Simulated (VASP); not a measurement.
Here is a VASP 6.6.1 calculation.

File INCAR:

```
PREC = Accurate
ENCUT = 520
EDIFF = 1E-6
ISMEAR = -1
SIGMA = 0.02
LREAL = F
LASPH = T
NELM = 60
ALGO = Normal
ISIF = 2
LWAVE = F
LCHARG = F
GGA = PE
NBANDS = 16
```

File KPOINTS:

```
regular mesh
0
Gamma
  8 8 8
```

Contents of POSCAR:

```
ZnS
1.0
   -0.0390643855      2.6940955541      2.6940955541
    2.6940955541     -0.0390643855      2.6940955541
    2.6550311686      2.6550311686      0.0000000000
Zn S
1 1
Direct
    0.2525976375      0.2525976375      0.2474023625
   -0.0025976375     -0.0025976375      0.0025976375
```

Potentials or basis: VASP PAW PBE potentials, release 64 (Zn, S).

Launch:

```console
$ cat potpaw_PBE.64/Zn/POTCAR potpaw_PBE.64/S/POTCAR > POTCAR
$ mpirun -np 1 vasp_std > vasp.out
```

**Question.** Predict the pressure.

**Answer.** 2.5 GPa.

**Question.** Predict the largest force.

**Answer.** 0.008 eV/Å.

**Question.** What does it give for the band gap on the k mesh?

**Answer.** 2.06 eV, direct.

Stress tensor (GPa, compression positive):
```
2.47 1.39 0.00
1.39 2.47 0.00
0.00 0.00 2.45
```

Caveat: the cell differs from its parent crystal (shear xy strain -2.9%).
